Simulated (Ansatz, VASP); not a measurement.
# One calculation of Rb, two programs

```
Rb
1.0
    -2.69133    2.69133    2.69133
     2.69133   -2.69133    2.69133
     2.69133    2.69133   -2.69133
Rb
1
Direct
  0.00000 0.00000 0.00000
```

Alike in both runs: task single point; functional LDA; k mesh 21 × 21 × 21; no spin polarisation.

|  | VASP | Ansatz |
| --- | --- | --- |
| version | VASP 6.6.1 | Ansatz 0.2.0 |
| potentials or method | VASP PAW LDA potentials, release 64 (Rb_sv) | plane-wave PAW, scalar-relativistic |
| plane-wave cutoff (eV) | 520 | 420 |
| occupations | methfessel-paxton of order 1, width 0.1 eV | cold, width 0.1 eV |
| valence electrons in the cell | 9 | 9 |

```tsv
	VASP	Ansatz	Ansatz less VASP
pressure (GPa)	0.0	0.0	0.00
```

Ansatz warns that its potentials were made for another functional, while VASP's fit it. LDA's correlation is that of Perdew and Zunger in VASP and of Perdew and Wang (1992) in Ansatz.
